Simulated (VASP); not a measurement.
Runs of VASP 6.6.1 on AlP. The structure is that of space group F-43m (No. 216), or close to it. The cells are those of the table. 

| cell | gap on the mesh (eV) | pressure (GPa) |
| --- | --- | --- |
| a = 3.918 Å, angles 60.0°, 2 atoms | (a) | (c) |
| a = 3.886 Å, angles 60.0°, 2 atoms | 1.85 | 0.6 |
| a = 3.822 Å, angles 60.0°, 2 atoms | 1.77 | 5.3 |
| a = 3.721 Å, angles 60.0°, 2 atoms | 1.62 | 15.0 |
| a = 3.948 Å, angles 60.0°, 2 atoms | 1.91 | -3.1 |
| a = 3.979 Å, angles 60.0°, 2 atoms | 1.94 | -4.6 |
| a = 3.854 Å, angles 60.0°, 2 atoms | 1.81 | 2.8 |
| a = 3.756 Å, angles 60.0°, 2 atoms | 1.68 | (b) |

Alike in all rows: task single point; level PBE; potentials or basis VASP PAW PBE potentials, release 64 (Al, P); no spin polarisation; k mesh 5 × 5 × 5; cutoff (eV) 500; smearing gaussian 0.01 eV.

Problem. Estimate the missing entries.

Solution. (a) 1.88; (b) 11.3; (c) -1.4.

A k mesh can miss the band edges.
